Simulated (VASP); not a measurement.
Wanted: the native input for a VASP 6.6.1 run.

```yaml
Task: single point
Functional: PBEsol
Potentials_or_basis: VASP PAW PBE potentials, release 64 (Mo_sv, Sb)
Cutoff: 520 eV
k_mesh: 13 × 13 × 13
Occupations: fermi-dirac, width 0.08 eV
Spin: no spin polarisation
Dipole_correction: no
Further_INCAR_settings: ALGO = Normal; EDIFF = 1e-06; NBANDS = 16
```

The structure of SbMo (rocksalt type) lies in POSCAR:

```
SbMo
1.0
    0.0000000000      2.4465098168      2.4465098168
    2.4465098168      0.0000000000      2.4465098168
    2.4465098168      2.4465098168      0.0000000000
Mo Sb
1 1
Direct
    0.0000000000      0.0000000000      0.0000000000
    0.5000000000      0.5000000000      0.5000000000
```

One way to write it, as run:

INCAR

```
ALGO     = Normal         # electronic algorithm
EDIFF    = 1E-6           # SCF threshold, eV
ENCUT    = 520            # plane-wave cutoff, eV
GGA      = PS             # functional
ISIF     = 2              # what is computed and relaxed
ISMEAR   = -1             # smearing method
LASPH    = T              # aspherical terms in the spheres
LCHARG   = F              # write CHGCAR
LREAL    = F              # projectors in reciprocal space
LWAVE    = F              # write WAVECAR
NBANDS   = 16             # bands
NELM     = 80             # most SCF steps
PREC     = Accurate       # precision mode
SIGMA    = 0.08           # smearing width, eV
```

KPOINTS

```
k-points
0
Gamma
  13 13 13
```

Potentials or basis: VASP PAW PBE potentials, release 64 (Mo_sv, Sb).

Run with:

```console
$ cat potpaw_PBE.64/Mo_sv/POTCAR potpaw_PBE.64/Sb/POTCAR > POTCAR
$ mpirun -np 1 vasp_std > vasp.out
```

Results of the run:

* Pressure: 92.9 GPa
* Band gap on the k mesh: zero (an odd number of electrons rules out a gap without spin polarisation)

Caveat: the cell stands under pressure; the PAW data sets were made with another functional, which shifts forces and pressure a little; spin-orbit coupling is left out, which moves the levels of the heavy elements.

It took 39 s on 1 thread of Intel(R) Xeon(R) Platinum 8259CL CPU @ 2.50GHz (Skylake/Cascade Lake) (shared host), peak memory 0.18 GiB.
